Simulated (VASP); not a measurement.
Write the native input for VASP 6.6.1 that does the following.

```
Task                   : single point
Functional             : PBE
Potentials or basis    : VASP PAW PBE potentials, release 64 (Ni_sv_GW, Si)
Cutoff                 : 690 eV
k mesh                 : 8 × 8 × 8
Occupations            : fermi-dirac, width 0.05 eV
Spin                   : collinear spin, ferromagnetic start
Starting moments       : [1.0, 1.0, 1.0, 0.0] μB
Dipole correction      : no
Further INCAR settings : ALGO = Normal; EDIFF = 1e-06; NBANDS = 41
```

The structure of SiNi3 lies in POSCAR:

```
SiNi3
1.0
    3.4164091410      0.0000000000      0.0000000000
    0.0000000000      3.4164091410      0.0000000000
    0.0000000000      0.0000000000      3.4164091410
Ni Si
3 1
Direct
    0.5000000000      0.5000000000      0.0000000000
    0.5000000000      0.0000000000      0.5000000000
    0.0000000000      0.5000000000      0.5000000000
    0.0000000000      0.0000000000      0.0000000000
```

The input as run:

INCAR

```
ALGO = Normal
EDIFF = 1E-6
ENCUT = 690
GGA = PE
GGA_COMPAT = False
ISIF = 2
ISMEAR = -1
ISPIN = 2
LASPH = True
LCHARG = False
LMAXMIX = 4
LORBIT = 11
LREAL = False
LWAVE = False
MAGMOM = 1 1 1 0
NBANDS = 41
NELM = 200
PREC = Accurate
SIGMA = 0.05
```

KPOINTS

```
k-points
0
Gamma
  8 8 8
```

Potentials or basis: VASP PAW PBE potentials, release 64 (Ni_sv_GW, Si).

Command:

```bash
$ cat potpaw_PBE.64/Ni_sv_GW/POTCAR potpaw_PBE.64/Si/POTCAR > POTCAR
$ mpirun -np 1 vasp_std > vasp.out
```

Results of the run:

```json
{"Pressure": "19.2 GPa", "Band gap on the k mesh": "zero (filled and empty bands overlap)", "Net moment": "0.00 μB per cell", "Valence electrons inside the program's atomic spheres": "Ni 16.52; Si 1.60"}
```

Caveat: the cell stands under pressure; the moments typed at the start vanished in this run.

Run time: 6.4 min on 1 thread of AMD EPYC 7R43 64-Core Processor (Zen 3), on a shared host, peak memory 0.25 GiB.
